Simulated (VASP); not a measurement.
# PbF2 (Fm-3m) in VASP: single point with PBE0

Aim: the single point of PbF2 with PBE0.

All numbers are computed with VASP 6.6.1; they aren't measurements. Logs are shortened: lines on timing, memory, paths and dates and some standing lists are left out, and cuts for length are marked.

### Step 1. The cell of the first run

The structure is cubic, space group Fm-3m (No. 225). The conventional cell has a = 5.921 Å, b = 5.921 Å, c = 5.921 Å, α = 90.00°, β = 90.00°, γ = 90.00°. Within 3.4 Å of Pb (site symmetry m-3m) lie 8 F at 2.56 Å. F (site symmetry -43m) has 4 Pb at 2.56 Å and 6 F at 2.96 Å within 3.4 Å.

### Step 2. Single point, PBE0

Input file POSCAR:

```
PbF2
1.0
    0.0000000000      2.9604388870      2.9604388870
    2.9604388870      0.0000000000      2.9604388870
    2.9604388870      2.9604388870      0.0000000000
Pb F
1 2
Direct
    0.0000000000      0.0000000000      0.0000000000
    0.2500000000      0.2500000000      0.2500000000
    0.7500000000      0.7500000000      0.7500000000
```

Input file INCAR.step1:

```
SYSTEM = PbF2
ALGO = Normal
EDIFF = 1E-5
ENCUT = 520
GGA = PE
GGA_COMPAT = .False.
ISIF = 2
ISMEAR = 0
KPAR = 4
LASPH = .True.
LCHARG = .False.
LREAL = .False.
LWAVE = .True.
NBANDS = 21
NELM = 120
PREC = Accurate
SIGMA = 0.01
```

Input file INCAR.step2:

```
SYSTEM = PbF2
AEXX = 0.25
ALGO = Normal
EDIFF = 1E-6
ENCUT = 520
GGA = PE
GGA_COMPAT = .False.
ISIF = 2
ISMEAR = 0
ISTART = 1
KPAR = 4
LASPH = .True.
LCHARG = .False.
LHFCALC = .True.
LREAL = .False.
LWAVE = .False.
NBANDS = 21
NELM = 120
PREC = Accurate
PRECFOCK = Normal
SIGMA = 0.01
```

Input file KPOINTS:

```
k-points
0
Gamma
  6 6 6
  0 0 0
```

Potentials or basis: VASP PAW PBE potentials, release 64 (Pb_d, F).

On the command line:

```bash
$ cat potpaw_PBE.64/Pb_d/POTCAR potpaw_PBE.64/F/POTCAR > POTCAR
$ cp INCAR.step1 INCAR
$ mpirun -np 4 vasp_std > vasp.out
$ cp INCAR.step2 INCAR
$ mpirun -np 4 vasp_std > vasp.out
```

OUTCAR:

```text
SYSTEM = PbF2
   AEXX = 0.25
   EDIFF = 1E-6
   ENCUT = 520
   GGA = PE
   ISIF = 2
   ISMEAR = 0
   ISTART = 1
   LASPH = .True.
   LHFCALC = .True.
   LREAL = .False.
   NELM = 120
   PREC = Accurate
   PRECFOCK = Normal

 ion  position               nearest neighbor table
   1  0.000  0.000  0.000-   3 2.56   3 2.56   3 2.56   2 2.56   2 2.56   2 2.56   3 2.56   2 2.56

   2  0.250  0.250  0.250-   1 2.56   1 2.56   1 2.56   1 2.56
   3  0.750  0.750  0.750-   1 2.56   1 2.56   1 2.56   1 2.56

  LATTYP: Found a face centered cubic cell.
 ALAT       =     5.9208777740

  Lattice vectors:

 A1 = (   0.0000000000,   2.9604388870,   2.9604388870)
 A2 = (   2.9604388870,   0.0000000000,   2.9604388870)
 A3 = (   2.9604388870,   2.9604388870,   0.0000000000)

Analysis of symmetry for initial positions (statically):
=====================================================================
 Subroutine PRICEL returns:
 Original cell was already a primitive cell.

 Routine SETGRP: Setting up the symmetry group for a
 face centered cubic supercell.

 Subroutine GETGRP returns: Found 48 space group operations
 (whereof 48 operations were pure point group operations)
 out of a pool of 48 trial point group operations.

The static configuration has the point symmetry O_h .

Analysis of symmetry for dynamics (positions and initial velocities):
=====================================================================
 Subroutine PRICEL returns:
 Original cell was already a primitive cell.

 Routine SETGRP: Setting up the symmetry group for a
 face centered cubic supercell.

 Subroutine GETGRP returns: Found 48 space group operations
 (whereof 48 operations were pure point group operations)
 out of a pool of 48 trial point group operations.

The dynamic configuration has the point symmetry O_h .

 Subroutine INISYM returns: Found 48 space group operations
 (whereof 48 operations are pure point group operations),
 and found     1 'primitive' translations

----------------------------------------------------------------------------------------

                                     Primitive cell

  volume of cell :      51.8917

  direct lattice vectors                    reciprocal lattice vectors
     0.000000000  2.960438887  2.960438887    -0.168893877  0.168893877  0.168893877
     2.960438887  0.000000000  2.960438887     0.168893877 -0.168893877  0.168893877
[... 84 lines left out ...]
   ISIF   =      2    stress and relaxation
   ISYM   =      3    0-nonsym 1-usesym 2-fastsym
   POTIM  = 0.5000    time-step for ionic-motion
   TEBEG  =    0.0;   TEEND  =   0.0 temperature during run
   PSTRESS=    0.0 pullay stress
   NELECT =      28.0000    total number of electrons
   NUPDOWN=      -1.0000    fix difference up-down
   EMIN   =  10.00;   EMAX   =-10.00  energy-range for DOS
   EFERMI =   0.00;   METHOD = LEGACY
   ISMEAR =     0;   SIGMA  =   0.01  broadening in eV -4-tet -1-fermi 0-gaus
   EFERMI_NEDOS =   21; number of points for ismear=-14 and -15
   IALGO  =     38    algorithm
   IMIX   =      1    mixing-type and parameters
     AMIX     =   0.40;   BMIX     =  1.00
     AMIX_MAG =   1.60;   BMIX_MAG =  1.00
  volume/ion in A,a.u.               =      17.30       116.73
  Fermi-wavevector in a.u.,A,eV,Ry     =   1.332789  2.518606 24.168391  1.776327
  Thomas-Fermi vector in A             =   2.461697
   LORBIT       =      0    0 simple, 1 ext, 2 COOP (PROOUT), +10 PAW based schemes
   GGA     = PE    functional components
   LHFCALC =     T    Hartree Fock is set to
   PRECFOCK=normal    Normal, Fast or Accurate (Low or Medium for compatibility)
   ENCUT4O =  -1.0   cutoff for four orbital integrals eV
   NKREDX  =     1    reduce k-point grid by
   NKREDY  =     1    reduce k-point grid by
   NKREDZ  =     1    reduce k-point grid by
   AEXX    =    0.2500 exact exchange contribution
   HFSCREEN=    0.0000 screening length (either q_TF or 0.3 A-1)
   HFSCREENC=   0.0000 screening length for correlation (either q_TF or 0.3 A-1)
   ENCUTFOCK=  -1.0 apply spherical cutoff to Coloumb kernel
   IVDW    =     0    specifies the selected vdW correction
   LEPSILON=     F    determine dielectric tensor
   LRPA    =     F    only Hartree local field effects (RPA)
 non-spin polarized calculation
 Gauss-broadening in eV      SIGMA  =   0.01
  energy-cutoff  :      520.00
  volume of cell :       51.89
 maximum number of plane-waves:      1411
  NGX = 24; NGY = 24; NGZ = 24

 number of electron      28.0000003 magnetization

 Free energy of the ion-electron system (eV)
  ---------------------------------------------------
  ext. energy  EPLUGINS =         0.00000000
  ---------------------------------------------------
  free energy    TOTEN  =       -19.03642984 eV

  energy without entropy =      -19.03642984  energy(sigma->0) =      -19.03642984

 E-fermi :   0.6454     XC(G=0):  -7.3690

 val. band max:        0.5863627267   @ k =  -0.3333   0.5000   0.1667
 cond. band min:       7.0699511601   @ k =   0.5000   0.5000   0.0000
 fundamental gap:      6.4835884334
 Fermi energy:         0.6454139698

 k-point     1 :       0.0000    0.0000    0.0000
  band No.  band energies     occupation
      1     -22.7604      2.00000
      2     -22.1180      2.00000
      3     -15.0365      2.00000
      4     -15.0365      2.00000
      5     -15.0365      2.00000
      6     -14.9522      2.00000
[... 373 lines left out ...]
     20      18.3980      0.00000
     21      19.6901      0.00000

------------------------ aborting loop because EDIFF is reached ----------------------------------------

  FORCE on cell =-STRESS in cart. coord.  units (eV):
  Direction    XX          YY          ZZ          XY          YZ          ZX
  --------------------------------------------------------------------------------------
  -------------------------------------------------------------------------------------
  Total        0.3001070      0.3001070      0.3001070      0.0000000      0.0000000     -0.0000000
  in kB        9.2659186      9.2659186      9.2659186      0.0000000      0.0000000     -0.0000000
  external PRESSURE =       9.2659186 kB  Pullay stress =       0.0000000 kB

 VOLUME and BASIS-vectors are now :
 -----------------------------------------------------------------------------
  energy-cutoff  :      520.00
  volume of cell :       51.89
      direct lattice vectors                 reciprocal lattice vectors
     0.000000000  2.960438887  2.960438887    -0.168893877  0.168893877  0.168893877
     2.960438887  0.000000000  2.960438887     0.168893877 -0.168893877  0.168893877
     2.960438887  2.960438887  0.000000000     0.168893877  0.168893877 -0.168893877

 POSITION                                       TOTAL-FORCE (eV/Angst)
 -----------------------------------------------------------------------------------
      0.00000      0.00000      0.00000        -0.000000     -0.000000     -0.000000
      1.48022      1.48022      1.48022        -0.000000     -0.000000     -0.000000
      4.44066      4.44066      4.44066         0.000000      0.000000      0.000000
 -----------------------------------------------------------------------------------
    total drift:                                0.000000      0.000000      0.000000

  FREE ENERGIE OF THE ION-ELECTRON SYSTEM (eV)
  ---------------------------------------------------
  free  energy   TOTEN  =       -19.0364298439 eV

  energy  without entropy=      -19.0364298439  energy(sigma->0) =      -19.03642984
```

Run time: 10 min. Hardware: 4 MPI ranks of Intel Xeon 6975P-C (Granite Rapids), shared host; peak memory 0.2 GiB.

What came out:

```yaml
Free_energy: -19.0364 eV
Pressure: 0.9 GPa
Band_gap_on_the_k_mesh: 6.48 eV (least direct gap 6.59 eV)
```

Levels at points of the mesh, in eV from the valence-band top:
| k point | band 12 | band 13 | band 14 | band 15 | band 16 | band 17 |
| --- | --- | --- | --- | --- | --- | --- |
| (0.00, 0.00, 0.00) | -2.63 | -2.63 | -2.63 | 8.98 | 8.98 | 8.98 |
| (0.50, 0.00, 0.00) | -2.82 | -2.82 | -0.10 | 7.05 | 9.96 | 9.96 |
| (0.50, 0.50, 0.00) | -2.19 | -2.19 | -0.10 | 6.48 | 10.21 | 10.21 |

Caveat: the structure was generated, so it needn't be the stable form of PbF2; the PAW data sets were made with another functional, which shifts forces and pressure a little; spin-orbit coupling is left out, which moves the levels of the heavy elements.
